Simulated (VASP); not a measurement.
# Zr2B (P6/mmm) in VASP: notebook

Zr2B is run at these levels: PBE; tasks: single point, relaxation of cell and atoms.

Everything below comes from runs of VASP 6.6.1. Logs are shortened: lines on timing, memory, paths and dates and some standing lists are left out, and cuts for length are marked.

## Step 1: The cell of the first run

The structure is hexagonal, space group P6/mmm (No. 191). The conventional cell has a = 4.316 Å, b = 4.316 Å, c = 6.202 Å, α = 90.00°, β = 90.00°, γ = 120.00°. Within 3.3 Å of Zr (site symmetry -6m2) lie 9 Zr at 2.49 to 2.87 Å and 2 B at 3.10 Å. Zr (site symmetry 6mm) has 8 Zr at 2.85 to 3.35 Å and 6 B at 3.00 Å within 3.8 Å. B (site symmetry -6m2) has 3 B at 2.49 Å and 8 Zr at 3.00 to 3.10 Å within 3.3 Å.

## Step 2: Single point, PBE

Contents of INCAR:

```
SYSTEM = Zr2B
  PREC = Accurate
  ENCUT = 520
  EDIFF = 1E-6
  ISMEAR = 0
  SIGMA = 0.1
  LREAL = .False.
  LASPH = .True.
  NELM = 80
  ALGO = Normal
  ISIF = 2
  LWAVE = .False.
  LCHARG = .True.
  GGA = PE
  LELF = .True.
  LVHAR = .True.
  NBANDS = 36
```

Contents of KPOINTS:

```
regular mesh
0
Gamma
  6 6 4
  0 0 0
```

Contents of POSCAR:

```
Zr2B
1.0
    4.3157506900      0.0000000000      0.0000000000
   -2.1578753400      3.7375497300      0.0000000000
    0.0000000000      0.0000000000      6.2015513400
Zr B
4 2
Direct
    0.3333333300      0.6666666700      0.5000000000
    0.6666666700      0.3333333300      0.5000000000
    0.0000000000      0.0000000000      0.2702057900
    0.0000000000      0.0000000000      0.7297942100
    0.3333333300      0.6666666700      0.0000000000
    0.6666666700      0.3333333300      0.0000000000
```

Potentials or basis: VASP PAW PBE potentials, release 64 (Zr_sv, B).

The run is started by

```
$ cat potpaw_PBE.64/Zr_sv/POTCAR potpaw_PBE.64/B/POTCAR > POTCAR
$ mpirun -np 1 vasp_std > vasp.out
```

OUTCAR:

```text
SYSTEM = Zr2B
   PREC = Accurate
   ENCUT = 520
   EDIFF = 1E-6
   ISMEAR = 0
   LREAL = .False.
   LASPH = .True.
   NELM = 80
   ISIF = 2
   GGA = PE

 ion  position               nearest neighbor table
   1  0.333  0.667  0.500-   2 2.49   2 2.49   2 2.49   4 2.87   3 2.87   4 2.87   3 2.87   4 2.87
                             3 2.87
   2  0.667  0.333  0.500-   1 2.49   1 2.49   1 2.49   4 2.87   3 2.87   3 2.87   4 2.87   3 2.87
                             4 2.87
   3  0.000  0.000  0.270-   4 2.85   2 2.87   1 2.87   1 2.87   2 2.87   2 2.87   1 2.87   5 3.00
                             6 3.00   6 3.00   5 3.00   6 3.00   5 3.00   4 3.35
   4  0.000  0.000  0.730-   3 2.85   2 2.87   1 2.87   1 2.87   2 2.87   2 2.87   1 2.87   5 3.00
                             6 3.00   6 3.00   5 3.00   6 3.00   5 3.00   3 3.35
   5  0.333  0.667  0.000-   3 3.00   4 3.00   3 3.00   4 3.00   3 3.00   4 3.00
   6  0.667  0.333  0.000-   3 3.00   4 3.00   3 3.00   4 3.00   3 3.00   4 3.00

  LATTYP: Found a hexagonal cell.
 ALAT       =     4.3157506900
 C/A-ratio  =     1.4369577359

  Lattice vectors:

 A1 = (   4.3157506900,   0.0000000000,   0.0000000000)
 A2 = (  -2.1578753400,   3.7375497300,   0.0000000000)
 A3 = (   0.0000000000,   0.0000000000,   6.2015513400)

Analysis of symmetry for initial positions (statically):
=====================================================================
 Subroutine PRICEL returns:
 Original cell was already a primitive cell.

 Routine SETGRP: Setting up the symmetry group for a
 hexagonal supercell.

 Subroutine GETGRP returns: Found 24 space group operations
 (whereof 24 operations were pure point group operations)
 out of a pool of 24 trial point group operations.

The static configuration has the point symmetry D_6h.

Analysis of symmetry for dynamics (positions and initial velocities):
=====================================================================
 Subroutine PRICEL returns:
 Original cell was already a primitive cell.

 Routine SETGRP: Setting up the symmetry group for a
 hexagonal supercell.

 Subroutine GETGRP returns: Found 24 space group operations
 (whereof 24 operations were pure point group operations)
 out of a pool of 24 trial point group operations.

The dynamic configuration has the point symmetry D_6h.

 Subroutine INISYM returns: Found 24 space group operations
 (whereof 24 operations are pure point group operations),
 and found     1 'primitive' translations

----------------------------------------------------------------------------------------

                                     Primitive cell

  volume of cell :     100.0331

  direct lattice vectors                    reciprocal lattice vectors
     4.315750690  0.000000000  0.000000000     0.231709399  0.133777484  0.000000000
    -2.157875340  3.737549730  0.000000000     0.000000000  0.267554968  0.000000000
     0.000000000  0.000000000  6.201551340     0.000000000  0.000000000  0.161249975

  length of vectors
     4.315750690  4.315750684  6.201551340     0.267554968  0.267554968  0.161249975

  position of ions in fractional coordinates (direct lattice)
     0.333333330  0.666666670  0.500000000
     0.666666670  0.333333330  0.500000000
     0.000000000  0.000000000  0.270205790
     0.000000000  0.000000000  0.729794210
     0.333333330  0.666666670  0.000000000
     0.666666670  0.333333330  0.000000000

  ion indices of the primitive-cell ions
   primitive index   ion index
                 1           1
                 2           2
                 3           3
                 4           4
                 5           5
                 6           6

----------------------------------------------------------------------------------------

 KPOINTS: regular mesh

Automatic generation of k-mesh.
 Grid dimensions read from file:
 generate k-points for:    6    6    4

 Generating k-lattice:

  Cartesian coordinates                     Fractional coordinates (reciprocal lattice)
[... 55 lines left out ...]

 k-point     2 :       0.1667    0.0000    0.0000
  band No.  band energies     occupation
      1     -39.5785      2.00000
      2     -39.3626      2.00000
      3     -39.0115      2.00000
      4     -38.2311      2.00000
      5     -18.5539      2.00000
      6     -18.4286      2.00000
[... 28 lines left out ...]
     35      12.2039      0.00000
     36      12.3246      0.00000

 k-point     3 :       0.3333    0.0000    0.0000
  band No.  band energies     occupation
      1     -39.5090      2.00000
      2     -39.3613      2.00000
      3     -38.9410      2.00000
      4     -38.3939      2.00000
      5     -18.8264      2.00000
      6     -18.4729      2.00000
[... 28 lines left out ...]
     35      12.5464      0.00000
     36      12.8436      0.00000

 k-point     4 :       0.5000   -0.0000    0.0000
  band No.  band energies     occupation
      1     -39.4770      2.00000
      2     -39.3606      2.00000
      3     -38.8634      2.00000
      4     -38.5149      2.00000
      5     -18.9280      2.00000
      6     -18.4482      2.00000
[... 28 lines left out ...]
     35      12.5505      0.00000
     36      12.7459      0.00000

 k-point     5 :       0.1667    0.1667    0.0000
  band No.  band energies     occupation
      1     -39.5265      2.00000
      2     -39.3616      2.00000
      3     -38.9638      2.00000
      4     -38.3480      2.00000
      5     -18.7878      2.00000
      6     -18.4179      2.00000
[... 538 lines left out ...]
 k-point    19 :       0.1667    0.1667    0.5000
  band No.  band energies     occupation
      1     -39.5153      2.00000
      2     -39.3747      2.00000
      3     -38.9622      2.00000
      4     -38.3480      2.00000
      5     -18.7716      2.00000
      6     -18.4118      2.00000
[... 28 lines left out ...]
     35      12.3973      0.00000
     36      12.7655      0.00000

 k-point    20 :       0.3333    0.1667    0.5000
  band No.  band energies     occupation
      1     -39.4674      2.00000
      2     -39.3736      2.00000
      3     -38.8533      2.00000
      4     -38.5220      2.00000
      5     -18.9275      2.00000
      6     -18.2917      2.00000
[... 28 lines left out ...]
     35      12.5527      0.00000
     36      12.6520      0.00000

 k-point    21 :       0.3333    0.3333    0.5000
  band No.  band energies     occupation
      1     -39.4559      2.00000
      2     -39.3733      2.00000
      3     -38.6963      2.00000
      4     -38.6963      2.00000
      5     -18.9727      2.00000
      6     -18.0130      2.00000
[... 28 lines left out ...]
     35      12.8398      0.00000
     36      12.8773      0.00000

------------------------ aborting loop because EDIFF is reached ----------------------------------------

  FORCE on cell =-STRESS in cart. coord.  units (eV):
  Direction    XX          YY          ZZ          XY          YZ          ZX
  --------------------------------------------------------------------------------------
  -------------------------------------------------------------------------------------
  Total       11.1463237     11.1463237      3.9635843      0.0000000     -0.0000000      0.0000000
  in kB      178.5248026    178.5248022     63.4826447      0.0000002     -0.0000000      0.0000000
  external PRESSURE =     140.1774165 kB  Pullay stress =       0.0000000 kB

 VOLUME and BASIS-vectors are now :
 -----------------------------------------------------------------------------
  energy-cutoff  :      520.00
  volume of cell :      100.03
      direct lattice vectors                 reciprocal lattice vectors
     4.315750690  0.000000000  0.000000000     0.231709399  0.133777484  0.000000000
    -2.157875340  3.737549730  0.000000000     0.000000000  0.267554968  0.000000000
     0.000000000  0.000000000  6.201551340     0.000000000  0.000000000  0.161249975

 POSITION                                       TOTAL-FORCE (eV/Angst)
 -----------------------------------------------------------------------------------
     -0.00000      2.49170      3.10078        -0.000000      0.000000     -0.000000
      2.15788      1.24585      3.10078         0.000000     -0.000000     -0.000000
      0.00000      0.00000      1.67570        -0.000000     -0.000000     -5.965633
      0.00000      0.00000      4.52586        -0.000000      0.000000      5.965633
     -0.00000      2.49170      0.00000        -0.000000     -0.000000      0.000000
      2.15788      1.24585      0.00000        -0.000000     -0.000000     -0.000000
 -----------------------------------------------------------------------------------
    total drift:                               -0.000000      0.000000     -0.000000

  FREE ENERGIE OF THE ION-ELECTRON SYSTEM (eV)
  ---------------------------------------------------
  free  energy   TOTEN  =       -40.1085214362 eV

  energy  without entropy=      -40.0848601002  energy(sigma->0) =      -40.09669077
```

Run time: 40 s. Hardware: 1 thread of Intel Xeon 6975P-C (Granite Rapids), shared host; peak memory 0.23 GiB.

Results:

| Item | Value |
| --- | --- |
| Free energy | -40.1085 eV |
| Pressure | 14.0 GPa |
| Largest force | 5.966 eV/Å |
| Band gap on the k mesh | zero (band 27 reaches 9.49 eV, above the bottom of band 28 at 9.21 eV) |

Forces on the atoms (eV/Å):
```
Zr   0.000  0.000  0.000
Zr   0.000  0.000  0.000
Zr   0.000  0.000 -5.966
Zr   0.000  0.000  5.966
B    0.000  0.000  0.000
B    0.000  0.000  0.000
```

Stress tensor (GPa, compression positive):
```
17.85  0.00  0.00
 0.00 17.85  0.00
 0.00  0.00  6.35
```

Caveat: forces of over 1 eV/Å act on the atoms, so gaps and moduli don't describe the material at rest.

## Step 3: Single point, PBE

This run uses another cell than the first one, of 17.05 Å³/atom, 1.023 times its volume.

Contents of INCAR:

```
SYSTEM = Zr2B
PREC = Accurate
ENCUT = 520
EDIFF = 1E-7
ISMEAR = 0
SIGMA = 0.1
LREAL = .False.
LASPH = .True.
NELM = 80
ALGO = Normal
ISIF = 2
LWAVE = .False.
LCHARG = .False.
GGA = PE
NBANDS = 36
```

Contents of KPOINTS:

```
Automatic mesh
0
Gamma
  6 6 4
  0 0 0
```

Contents of POSCAR:

```
Zr2B
1.0
    4.5191539499     -0.0000000030      0.0000000000
   -2.2595769723      3.9137021257      0.0000000000
    0.0000000000      0.0000000000      5.7849864049
Zr B
4 2
Direct
    0.3333333333      0.6666666667      0.5000000000
    0.6666666667      0.3333333333      0.5000000000
    0.0000000000      0.0000000000      0.2107353159
    0.0000000000      0.0000000000      0.7892646841
    0.3333333333      0.6666666667      0.0000000000
    0.6666666667      0.3333333333      0.0000000000
```

Potentials or basis: VASP PAW PBE potentials, release 64 (Zr_sv, B).

The run is started by

```
$ cat potpaw_PBE.64/Zr_sv/POTCAR potpaw_PBE.64/B/POTCAR > POTCAR
$ mpirun -np 1 vasp_std > vasp.out
```

Run time: 67 s. Hardware: 1 thread of Intel Xeon 6975P-C (Granite Rapids), shared host; peak memory 0.25 GiB.

The run converged. Its results:

| Quantity | Value |
| --- | --- |
| Free energy | -42.3332 eV |
| Pressure | 0.1 GPa |
| Largest force | 0.073 eV/Å |
| Band gap on the k mesh | zero (band 27 reaches 9.46 eV, above the bottom of band 28 at 8.90 eV) |

Forces on the atoms (eV/Å):
```
Zr   0.000  0.000  0.000
Zr   0.000  0.000  0.000
Zr   0.000  0.000  0.073
Zr   0.000  0.000 -0.073
B    0.000  0.000  0.000
B    0.000  0.000  0.000
```

Stress tensor (GPa, compression positive):
```
0.16 0.00 0.00
0.00 0.16 0.00
0.00 0.00 0.07
```

Levels at points of the mesh, in eV from the Fermi level:
```tsv
k point	band 23	band 24	band 25	band 26	band 27	band 28	band 29	band 30	band 31	band 32
(0.00, 0.00, 0.00)	-2.24	-2.24	-1.68	-1.68	-0.23	0.77	0.77	1.93	1.93	2.07
(0.50, 0.00, 0.00)	-1.23	-1.14	-0.98	-0.78	-0.30	0.23	0.48	1.26	1.33	1.57
(0.00, 0.00, 0.50)	-1.08	-1.08	-1.06	-1.06	0.51	0.65	0.77	0.77	1.00	1.00
(0.50, 0.00, 0.50)	-1.54	-1.50	-1.23	-1.03	-0.10	0.18	0.44	0.78	1.34	1.52
```

## Step 4: Relaxation of cell and atoms, PBE

Contents of INCAR:

```
PREC = Accurate
ENCUT = 600
EDIFF = 1E-6
ISMEAR = 0
SIGMA = 0.1
LREAL = False
LASPH = True
NELM = 80
ALGO = Fast
ISIF = 3
LWAVE = False
LCHARG = False
GGA = PE
IBRION = 2
NSW = 90
EDIFFG = -0.04
```

Contents of KPOINTS:

```
regular mesh
0
Gamma
  6 6 4
```

Contents of POSCAR:

```
Zr2B
1.0
    4.3157506900      0.0000000000      0.0000000000
   -2.1578753400      3.7375497300      0.0000000000
    0.0000000000      0.0000000000      6.2015513400
Zr B
4 2
Direct
    0.3333333300      0.6666666700      0.5000000000
    0.6666666700      0.3333333300      0.5000000000
    0.0000000000      0.0000000000      0.2702057900
    0.0000000000      0.0000000000      0.7297942100
    0.3333333300      0.6666666700      0.0000000000
    0.6666666700      0.3333333300      0.0000000000
```

The run is started by

```
$ cat potpaw_PBE.64/Zr_sv/POTCAR potpaw_PBE.64/B/POTCAR > POTCAR
$ mpirun -np 1 vasp_std > vasp.out
```

Run time: 16 min. Hardware: 1 thread of Intel Xeon 6975P-C (Granite Rapids), shared host; peak memory 0.31 GiB.

Results (log left out):

* Free energy: -42.3327 eV
* Relaxed volume: 17.11 Å³/atom
* Relaxed cell: a = 4.524 Å, b = 4.524 Å, c = 5.793 Å, α = 90.00°, β = 90.00°, γ = 120.00°
* Space group after relaxing (to 0.05 Å): P6/mmm (No. 191)
* Energy gained by relaxing: 370.5 meV/atom
* Ionic steps: 13
* Pressure after relaxing: -0.2 GPa
* Largest force after relaxing: 0.015 eV/Å
* Band gap on the k mesh: zero (band 27 reaches 9.43 eV, above the bottom of band 28 at 8.85 eV)

Forces in eV/Å, atoms in the order of the input:
```
Zr   0.000  0.000  0.000
Zr   0.000  0.000  0.000
Zr   0.000  0.000 -0.015
Zr   0.000  0.000  0.015
B    0.000  0.000  0.000
B    0.000  0.000  0.000
```

Stress tensor (GPa, compression positive):
```
-0.10  0.00  0.00
 0.00 -0.10  0.00
 0.00  0.00 -0.27
```

Step by step:
```csv
step,energy change (eV),largest force (eV/Å),pressure (GPa),volume (Å³)
1,0.0000,5.9616,14.01,100.03
2,-1.3886,0.0448,-11.55,122.54
3,-1.7021,1.4287,-6.23,114.73
4,-2.1228,0.5126,-1.88,106.45
5,-2.1775,0.1759,1.00,102.36
6,-2.1777,0.1658,1.18,102.12
7,-2.2036,0.0322,-0.41,103.09
8,-2.2068,0.1962,-1.05,103.53
9,-2.2142,0.4137,-0.10,102.44
10,-2.2155,0.3477,-0.39,102.74
11,-2.2220,0.0361,0.49,102.00
12,-2.2220,0.0492,0.46,102.04
13,-2.2229,0.0153,-0.15,102.65
```

Final structure:
```yaml
crystal:
  lattice:
    - [4.52363, 0.00000, 0.00000]
    - [-2.26182, 3.91758, 0.00000]
    - [0.00000, 0.00000, 5.79250]
  atoms:
    - { symbol: Zr, position: [0.33333, 0.66667, 0.50000] }
    - { symbol: Zr, position: [0.66667, 0.33333, 0.50000] }
    - { symbol: Zr, position: [0.00000, 0.00000, 0.21180] }
    - { symbol: Zr, position: [0.00000, 0.00000, 0.78820] }
    - { symbol: B, position: [0.33333, 0.66667, 0.00000] }
    - { symbol: B, position: [0.66667, 0.33333, 0.00000] }
```

Levels at points of the mesh, in eV from the Fermi level:
| k point | band 24 | band 25 | band 26 | band 27 | band 28 | band 29 | band 30 | band 31 |
| --- | --- | --- | --- | --- | --- | --- | --- | --- |
| (0.00, 0.00, 0.00) | -2.23 | -1.68 | -1.68 | -0.27 | 0.77 | 0.77 | 1.92 | 1.92 |
| (0.50, 0.00, 0.00) | -1.14 | -0.98 | -0.76 | -0.31 | 0.24 | 0.47 | 1.28 | 1.34 |
| (0.00, 0.00, 0.50) | -1.07 | -1.05 | -1.05 | 0.51 | 0.63 | 0.75 | 0.75 | 1.01 |
| (0.50, 0.00, 0.50) | -1.50 | -1.23 | -1.05 | -0.06 | 0.19 | 0.40 | 0.77 | 1.37 |

## Step 5: Single point, PBE

This run uses another cell than the first one, of 17.06 Å³/atom, 1.023 times its volume.

Contents of INCAR:

```
SYSTEM = Zr2B
PREC = Accurate
ENCUT = 520
EDIFF = 1E-6
ISMEAR = 0
SIGMA = 0.1
LREAL = .False.
LASPH = .True.
NELM = 100
ALGO = Fast
ISIF = 2
LWAVE = .False.
LCHARG = .False.
GGA = PE
NBANDS = 36
```

Contents of KPOINTS:

```
regular mesh
0
Gamma
  12 12 8
  0 0 0
```

Contents of POSCAR:

```
Zr2B
1.0
    4.5282469698      0.0000000000      0.0000000000
   -2.2641234849      3.9215769105      0.0000000000
    0.0000000000      0.0000000000      5.7635517046
Zr B
4 2
Direct
    0.3333333333      0.6666666667      0.5000000000
    0.6666666667      0.3333333333      0.5000000000
    0.0000000000      0.0000000000      0.2115989108
    0.0000000000      0.0000000000      0.7884010892
    0.3333333333      0.6666666667      0.0000000000
    0.6666666667      0.3333333333      0.0000000000
```

The run is started by

```
$ cat potpaw_PBE.64/Zr_sv/POTCAR potpaw_PBE.64/B/POTCAR > POTCAR
$ mpirun -np 1 vasp_std > vasp.out
```

Wall time 6.3 min (1 thread of Intel Xeon 6975P-C (Granite Rapids), shared host); peak memory 0.42 GiB.

It converged, with:

```yaml
Free_energy: -42.3088 eV
Pressure: 0.1 GPa
Largest_force: 0.050 eV/Å
Band_gap_on_the_k_mesh: zero (band 27 reaches 9.41 eV, above the bottom of band 28 at 8.79 eV)
```

Forces on the atoms (eV/Å):
```
Zr   0.000  0.000  0.000
Zr   0.000  0.000  0.000
Zr   0.000  0.000  0.050
Zr   0.000  0.000 -0.050
B    0.000  0.000  0.000
B    0.000  0.000  0.000
```

Stress tensor (GPa, compression positive):
```
0.11 0.00 0.00
0.00 0.11 0.00
0.00 0.00 0.19
```

Levels at points of the mesh, in eV from the Fermi level:
```
           k point  band 25  band 26  band 27  band 28  band 29  band 30
(0.00, 0.00, 0.00)    -1.71    -1.71    -0.25     0.73     0.73     1.92
(0.50, 0.00, 0.00)    -1.01    -0.82    -0.34     0.18     0.45     1.23
(0.00, 0.00, 0.50)    -1.08    -1.08     0.43     0.68     0.73     0.73
(0.50, 0.00, 0.50)    -1.26    -1.08    -0.09     0.14     0.44     0.74
```

## Step 6: Summary

```tsv
task	cell	k mesh	cutoff (eV)	gap on the mesh (eV)	pressure (GPa)	largest force (eV/Å)
single point	a = 4.316, b = 4.316, c = 6.202 Å, angles 90.0, 90.0, 120.0°, 6 atoms	6 × 6 × 4	520	none	14.0	5.97
single point	a = 4.519, b = 4.519, c = 5.785 Å, angles 90.0, 90.0, 120.0°, 6 atoms	6 × 6 × 4	520	none	0.1	0.07
relaxation of cell and atoms	relaxed from a = 4.316, b = 4.316, c = 6.202 Å, angles 90.0, 90.0, 120.0°, 6 atoms	6 × 6 × 4	600	none	-0.2	0.02
single point	a = 4.528, b = 4.528, c = 5.764 Å, angles 90.0, 90.0, 120.0°, 6 atoms	12 × 12 × 8	520	none	0.1	0.05
```

Alike in all rows: level PBE; potentials or basis VASP PAW PBE potentials, release 64 (Zr_sv, B); no spin polarisation; smearing gaussian 0.1 eV.

Caveats: forces of over 1 eV/Å act on the atoms, so gaps and moduli don't describe the material at rest (some runs).

Absolute energies hang on the potentials; compare differences alone.
